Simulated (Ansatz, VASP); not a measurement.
## Two plane-wave programs on BiTe

Contents of POSCAR:

```
BiTe
1.0
    2.4109583717      1.3919674649      3.2968843887
   -2.4109583717      1.3919674649      3.2968843887
    0.0000000000     -2.7839349299      3.2968843887
Bi Te
1 1
Direct
    0.5000000000      0.5000000000      0.5000000000
    0.0000000000      0.0000000000      0.0000000000
```

The input INCAR.step1:

```
SYSTEM = BiTe
PREC = Accurate ; ENCUT = 520
ISMEAR = 0 ; SIGMA = 0.15
LREAL = .False. ; LASPH = .True.
NELM = 60 ; NBANDS = 18
GGA = PE ; ALGO = Normal
EDIFF = 1E-4 ; LWAVE = .True.
LCHARG = .False.
```

The input INCAR.step2:

```
SYSTEM = BiTe
PREC = Accurate ; ENCUT = 520
EDIFF = 1E-6 ; ISMEAR = 0
SIGMA = 0.15 ; LREAL = .False.
LASPH = .True. ; NELM = 60
ALGO = Normal ; ISIF = 2
LWAVE = .False. ; LCHARG = .False.
METAGGA = R2SCAN ; LMIXTAU = .True.
NBANDS = 18 ; ISTART = 1
```

File KPOINTS:

```
regular mesh
0
Gamma
  18 18 18
  0 0 0
```

Input for Ansatz:

```yaml
crystal:
  lattice:
    - [2.4109583717, 1.3919674649, 3.2968843887]
    - [-2.4109583717, 1.3919674649, 3.2968843887]
    - [0.0, -2.7839349299, 3.2968843887]
  atoms:
    - { symbol: Bi, position: [0.5, 0.5, 0.5] }
    - { symbol: Te, position: [0.0, 0.0, 0.0] }
basis:
  ecutwfc: 500
kpoints:
  mp_grid: { grid: [18, 18, 18] }
hamiltonian:
  xc: r2scan
scf:
  occupations: { method: gaussian, width: 0.15 }
output:
  forces: true
  stress: true
  eigenvalues: true
```

Alike in both runs: task single point; functional r2SCAN; k mesh 18 × 18 × 18; occupations gaussian, width 0.15 eV; no spin polarisation.

|  | VASP | Ansatz |
| --- | --- | --- |
| version | VASP 6.6.1 | Ansatz 0.2.0 |
| potentials or method | VASP PAW PBE potentials, release 64 (Bi_d, Te), cutoff 520 eV | scalar-relativistic, plane waves, PAW |
| valence electrons in the cell | 21 | 31 |

|  | VASP | Ansatz | Ansatz less VASP |
| --- | --- | --- | --- |
| gap on the k mesh at the Fermi level (eV) | none | none | - |
| pressure (GPa) | 0.0 | 0.0 | +0.03 |
| traceless stress, the component that is largest in VASP (GPa) | 0.08 | 0.08 | -0.006 |

VASP's potentials were made for PBE, not for r2SCAN. A gap of «none» marks a metal or a gap that the smearing closes. VASP's potentials hold 21 valence electrons a cell and Ansatz's 31, so a difference there can come from the potentials and not from the codes.

Spin-orbit coupling is off throughout.
